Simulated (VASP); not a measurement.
# SbMo3 (Pmm2) in VASP: relaxation of cell and atoms with r2SCAN

Aim: the relaxation of cell and atoms of SbMo3 with r2SCAN.

Everything below comes from runs of VASP 6.6.1. Logs are shortened: lines on timing, memory, paths and dates and some standing lists are left out, and cuts for length are marked.

### Step 1. The cell of the first run

Symmetry: Pmm2, No. 25, orthorhombic system. Conventional cell: a = 2.846 Å, b = 4.568 Å, c = 4.933 Å, α = 90.00°, β = 90.00°, γ = 90.00°. Sb (site symmetry mm2) has 10 Mo at 2.74 to 2.95 Å and 2 Sb at 2.85 Å within 3.6 Å. Within 3.6 Å of Mo (site symmetry mm2) lie 4 Sb at 2.74 to 2.95 Å and 8 Mo at 2.79 to 2.85 Å. Mo (site symmetry mm2) has 10 Mo at 2.79 to 2.90 Å and 2 Sb at 2.80 Å within 3.7 Å. Mo (site symmetry mm2) has 8 Mo at 2.80 to 2.90 Å and 4 Sb at 2.84 Å within 3.7 Å.

### Step 2. Relaxation of cell and atoms, r2SCAN

POSCAR

```
SbMo3
1.0
    2.8459483900      0.0000000000      0.0000000000
    0.0000000000      4.5678985300      0.0000000000
    0.0000000000      0.0000000000      4.9331039500
Sb Mo
1 3
Direct
    0.0000000000      0.0000000000      0.9751200000
    0.5000000000      0.0000000000      0.5000000000
    0.0000000000      0.5000000000      0.6480800000
    0.5000000000      0.5000000000      0.1601600000
```

INCAR.step1

```
PREC = Accurate ; ENCUT = 600
ISMEAR = -1 ; SIGMA = 0.1
LREAL = False ; LASPH = True
NELM = 100 ; GGA = PE
ALGO = Normal ; EDIFF = 1E-4
LWAVE = True ; LCHARG = False
```

INCAR.step2

```
PREC = Accurate ; ENCUT = 600
EDIFF = 1E-6 ; ISMEAR = -1
SIGMA = 0.1 ; LREAL = False
LASPH = True ; NELM = 100
ALGO = Normal ; ISIF = 3
LWAVE = False ; LCHARG = False
METAGGA = R2SCAN ; LMIXTAU = True
IBRION = 2 ; NSW = 60
EDIFFG = -0.01 ; ISTART = 1
```

KPOINTS

```
regular mesh
0
Gamma
  6 4 4
```

Potentials or basis: VASP PAW PBE potentials, release 64 (Sb, Mo_sv).

Started as:

```bash
cat potpaw_PBE.64/Sb/POTCAR potpaw_PBE.64/Mo_sv/POTCAR > POTCAR
cp INCAR.step1 INCAR
mpirun -np 1 vasp_std > vasp.out
cp INCAR.step2 INCAR
mpirun -np 1 vasp_std > vasp.out
```

OUTCAR:

```text
PREC = Accurate
   ENCUT = 600
   EDIFF = 1E-6
   ISMEAR = -1
   LREAL = False
   LASPH = True
   NELM = 100
   ISIF = 3
   METAGGA = R2SCAN
   IBRION = 2
   NSW = 60
   EDIFFG = -0.01
   ISTART = 1

 ion  position               nearest neighbor table
   1  0.000  0.000  0.975-   2 2.74   2 2.74   3 2.80   3 2.80   4 2.84   4 2.84   4 2.84   4 2.84
                             2 2.95   2 2.95
   2  0.500  0.000  0.500-   1 2.74   1 2.74   3 2.79   3 2.79   3 2.79   3 2.79   4 2.83   4 2.83
                             1 2.95   1 2.95
   3  0.000  0.500  0.648-   2 2.79   2 2.79   2 2.79   2 2.79   4 2.80   4 2.80   1 2.80   1 2.80
                             4 2.90   4 2.90
   4  0.500  0.500  0.160-   3 2.80   3 2.80   2 2.83   2 2.83   1 2.84   1 2.84   1 2.84   1 2.84
                             3 2.90   3 2.90

  LATTYP: Found a simple orthorhombic cell.
 ALAT       =     2.8459483900
 B/A-ratio  =     1.6050531858
 C/A-ratio  =     1.7333778671

  Lattice vectors:

 A1 = (   2.8459483900,   0.0000000000,   0.0000000000)
 A2 = (   0.0000000000,   4.5678985300,   0.0000000000)
 A3 = (   0.0000000000,   0.0000000000,   4.9331039500)

Analysis of symmetry for initial positions (statically):
=====================================================================
 Subroutine PRICEL returns:
 Original cell was already a primitive cell.

 Routine SETGRP: Setting up the symmetry group for a
 simple orthorhombic supercell.

 Subroutine GETGRP returns: Found  4 space group operations
 (whereof  4 operations were pure point group operations)
 out of a pool of  8 trial point group operations.

The static configuration has the point symmetry C_2v.

Analysis of symmetry for dynamics (positions and initial velocities):
=====================================================================
 Subroutine PRICEL returns:
 Original cell was already a primitive cell.

 Routine SETGRP: Setting up the symmetry group for a
 simple orthorhombic supercell.

 Subroutine GETGRP returns: Found  4 space group operations
 (whereof  4 operations were pure point group operations)
 out of a pool of  8 trial point group operations.

The dynamic configuration has the point symmetry C_2v.

 Subroutine INISYM returns: Found  4 space group operations
 (whereof  4 operations are pure point group operations),
 and found     1 'primitive' translations

----------------------------------------------------------------------------------------

[... 118 lines left out ...]
  Fermi-wavevector in a.u.,A,eV,Ry     =   1.475999  2.789235 29.641305  2.178574
  Thomas-Fermi vector in A             =   2.590580
   LORBIT       =      0    0 simple, 1 ext, 2 COOP (PROOUT), +10 PAW based schemes
   METAGGA = R2SCAN    functional components
   LHFCALC =     F    Hartree Fock is set to
   AEXX    =    0.0000 exact exchange contribution
   IVDW    =     0    specifies the selected vdW correction
   LEPSILON=     F    determine dielectric tensor
   LRPA    =     F    only Hartree local field effects (RPA)
 conjugate gradient relaxation of ions
 non-spin polarized calculation
  energy-cutoff  :      600.00
  volume of cell :       64.13
 maximum number of plane-waves:      2168
 NGX is ok and might be reduce to    24
   NGX = 11   NGY = 19   NGZ = 19

--------------------------------------- Ionic step        1  -------------------------------------------

 number of electron      47.0000005 magnetization

 Free energy of the ion-electron system (eV)
  ---------------------------------------------------
  ext. energy  EPLUGINS =         0.00000000
  ---------------------------------------------------
  free energy    TOTEN  =      -101.82746943 eV

  energy without entropy =     -101.69829637  energy(sigma->0) =     -101.76288290

------------------------ aborting loop because EDIFF is reached ----------------------------------------

  FORCE on cell =-STRESS in cart. coord.  units (eV):
  Direction    XX          YY          ZZ          XY          YZ          ZX
  --------------------------------------------------------------------------------------
  -------------------------------------------------------------------------------------
  Total       10.6835123      4.0793633      1.3596695      0.0000000      0.0000000      0.0000000
  in kB      266.9075751    101.9152637     33.9688002      0.0000000      0.0000000      0.0000000
  external PRESSURE =     134.2638797 kB  Pullay stress =       0.0000000 kB
[... 95 lines left out ...]
  FREE ENERGIE OF THE ION-ELECTRON SYSTEM (eV)
  ---------------------------------------------------
  free  energy   TOTEN  =      -102.2392916525 eV

  energy  without entropy=     -102.1176723647  energy(sigma->0) =     -102.17848201

[... ionic steps 4 to 40 ...]

--------------------------------------- Ionic step       41  -------------------------------------------

 number of electron      46.9999992 magnetization

------------------------ aborting loop because EDIFF is reached ----------------------------------------
[... 71 lines left out ...]
--------------------------------------- Ionic step       43  -------------------------------------------

 number of electron      46.9999992 magnetization

 Free energy of the ion-electron system (eV)
  ---------------------------------------------------
  ext. energy  EPLUGINS =         0.00000000
  ---------------------------------------------------
  free energy    TOTEN  =      -102.75918372 eV

  energy without entropy =     -102.66732938  energy(sigma->0) =     -102.71325655

 E-fermi :  12.5382     XC(G=0): -13.8940

 val. band max:       12.5079282187   @ k =   0.3333   0.2500   0.0000
 cond. band min:      12.5807866447   @ k =   0.0000   0.5000   0.2500
 fundamental gap:      0.0728584260
 Fermi energy:        12.5381506920

 k-point     1 :       0.0000    0.0000    0.0000
  band No.  band energies     occupation
      1     -50.5557      2.00000
      2     -50.2219      2.00000
      3     -50.1305      2.00000
      4     -24.3530      2.00000
      5     -24.2082      2.00000
      6     -23.9996      2.00000
[... 733 lines left out ...]
     27      14.4536      0.00000
     28      14.5859      0.00000

 [... further k-points ...]

------------------------ aborting loop because EDIFF is reached ----------------------------------------

  FORCE on cell =-STRESS in cart. coord.  units (eV):
  Direction    XX          YY          ZZ          XY          YZ          ZX
  --------------------------------------------------------------------------------------
  -------------------------------------------------------------------------------------
  Total       -0.0092677     -0.0337499      0.0299945      0.0000000      0.0000000      0.0000000
  in kB       -0.2209601     -0.8046631      0.7151269      0.0000000      0.0000000      0.0000000
  external PRESSURE =      -0.1034988 kB  Pullay stress =       0.0000000 kB
[... 19 lines left out ...]
  FREE ENERGIE OF THE ION-ELECTRON SYSTEM (eV)
  ---------------------------------------------------
  free  energy   TOTEN  =      -102.7591837153 eV

  energy  without entropy=     -102.6673293829  energy(sigma->0) =     -102.71325655

 reached required accuracy - stopping structural energy minimisation
```

OUTCAR.step1:

```text
PREC = Accurate
   ENCUT = 600
   ISMEAR = -1
   LREAL = False
   LASPH = True
   NELM = 100
[... 977 lines left out ...]
      1.42297      0.00000      2.46655         0.000000      0.000000     -1.824429
      0.00000      2.28395      3.19705         0.000000      0.000000      0.011505
      1.42297      2.28395      0.79009         0.000000      0.000000      0.497880
 -----------------------------------------------------------------------------------
    total drift:                                0.000000      0.000000      0.000950

  FREE ENERGIE OF THE ION-ELECTRON SYSTEM (eV)
  ---------------------------------------------------
  free  energy   TOTEN  =       -34.9285578046 eV

  energy  without entropy=      -34.7904064394  energy(sigma->0) =      -34.85948212
```

OSZICAR.step1:

```text
N       E                     dE             d eps       ncg     rms          rms(c)
DAV:   1     0.605572089715E+03    0.60557E+03   -0.29838E+04  2024   0.186E+03
DAV:   2    -0.121210181886E+02   -0.61769E+03   -0.60483E+03  2204   0.541E+02
DAV:   3    -0.360871761794E+02   -0.23966E+02   -0.22745E+02  2672   0.977E+01
DAV:   4    -0.366510228026E+02   -0.56385E+00   -0.54958E+00  2476   0.146E+01
DAV:   5    -0.366669051388E+02   -0.15882E-01   -0.15760E-01  2484   0.228E+00    0.250E+01
DAV:   6    -0.353744476503E+02    0.12925E+01   -0.54153E+00  2472   0.173E+01    0.903E+00
DAV:   7    -0.358937144376E+02   -0.51927E+00   -0.87512E+00  2520   0.175E+01    0.775E+00
DAV:   8    -0.349279397441E+02    0.96577E+00   -0.36731E+00  2472   0.973E+00    0.176E+00
DAV:   9    -0.349307067300E+02   -0.27670E-02   -0.16516E-01  2516   0.221E+00    0.602E-01
DAV:  10    -0.349323832073E+02   -0.16765E-02   -0.31475E-02  2528   0.142E+00    0.568E-01
DAV:  11    -0.349285600047E+02    0.38232E-02   -0.14925E-02  2608   0.989E-01    0.191E-01
DAV:  12    -0.349285578046E+02    0.22001E-05   -0.72128E-04  2364   0.236E-01
   1 F= -.34928558E+02 E0= -.34859482E+02  d E =-.138151E+00
```

It took 76 min on 1 thread of AMD EPYC 9R45 (Zen 5), shared host; peak memory 0.21 GiB.

Results:

| Item | Value |
| --- | --- |
| Free energy | -102.7592 eV |
| Relaxed volume | 16.80 Å³/atom |
| Relaxed cell | a = 3.310 Å, b = 4.625 Å, c = 4.389 Å, α = 90.00°, β = 90.00°, γ = 90.00° |
| Space group after relaxing (to 0.1 Å) | Pmm2 (No. 25) |
| Energy gained by relaxing | 232.9 meV/atom |
| Ionic steps | 43 |
| Pressure after relaxing | 0.0 GPa |
| Largest force after relaxing | 0.009 eV/Å |
| Band gap on the k mesh | zero (an odd number of electrons rules out a gap without spin polarisation) |

Forces on the atoms (eV/Å):
```
Sb   0.000  0.000 -0.004
Mo   0.000  0.000  0.009
Mo   0.000  0.000 -0.009
Mo   0.000  0.000  0.004
```

The path:
```tsv
step	energy change (eV)	largest force (eV/Å)	pressure (GPa)	volume (Å³)
1	0.0000	1.8221	13.43	64.13
3	-0.4118	1.0728	-7.93	70.25
5	-0.8377	0.4690	-2.19	68.84
7	-0.8587	0.3320	1.73	67.46
9	-0.8766	0.2252	-0.32	67.92
11	-0.9009	0.3386	0.97	67.44
13	-0.9080	0.1969	-1.44	68.06
15	-0.9188	0.0898	0.65	67.19
17	-0.9250	0.1111	-0.07	67.30
19	-0.9294	0.1165	0.14	67.25
21	-0.9301	0.0495	-0.47	67.41
23	-0.9306	0.0402	0.03	67.24
25	-0.9309	0.0328	0.02	67.24
27	-0.9309	0.0381	0.01	67.24
29	-0.9312	0.0182	-0.10	67.26
31	-0.9312	0.0386	-0.18	67.28
33	-0.9314	0.0344	0.08	67.20
35	-0.9314	0.0365	0.21	67.16
37	-0.9317	0.0181	0.03	67.19
39	-0.9317	0.0147	0.00	67.21
41	-0.9317	0.0123	-0.04	67.21
43	-0.9317	0.0093	-0.01	67.20
```

Final structure:
```
CELL_PARAMETERS angstrom
3.31040 0.00000 0.00000
0.00000 4.62492 0.00000
0.00000 0.00000 4.38919
ATOMIC_POSITIONS crystal
Sb 0.00000 0.00000 0.03323
Mo 0.50000 0.00000 0.51874
Mo 0.00000 0.50000 0.62185
Mo 0.50000 0.50000 0.10953
```

Caveat: the k points lie up to 0.36 Å⁻¹ apart in the final cell, too coarse for converged energies and pressures of a metal; a cell axis changed by over 15 % at a fixed basis, so the end point is rough; the PAW data sets were made with another functional, which shifts forces and pressure a little; spin-orbit coupling is left out, which moves the levels of the heavy elements.

The gap in the log of VASP goes by the Fermi energy; the results here count the filled bands.